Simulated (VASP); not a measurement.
Runs of VASP 6.6.1 on Ge. The structure is that of space group Fd-3m (No. 227), or close to it. The cells are those of the table. 

```tsv
cell	gap on the mesh (eV)	pressure (GPa)
a = 3.967 Å, angles 60.0°, 2 atoms	0.26	5.4
a = 4.001 Å, angles 60.0°, 2 atoms	(c)	(b)
a = 3.898 Å, angles 60.0°, 2 atoms	0.43	10.5
a = 3.863 Å, angles 60.0°, 2 atoms	0.52	13.7
a = 3.933 Å, angles 60.0°, 2 atoms	0.35	(a)
```

Alike in all rows: task single point; level PBE; potentials or basis VASP PAW PBE potentials, release 64 (Ge_d); no spin polarisation; k mesh 6 × 6 × 6; cutoff (eV) 500; smearing gaussian 0.01 eV.

Question: Fill in the values left out.

Answer: (a) 7.8; (b) 3.3; (c) 0.04.

A k mesh can miss the band edges, and the runs leave out spin-orbit coupling on Ge.
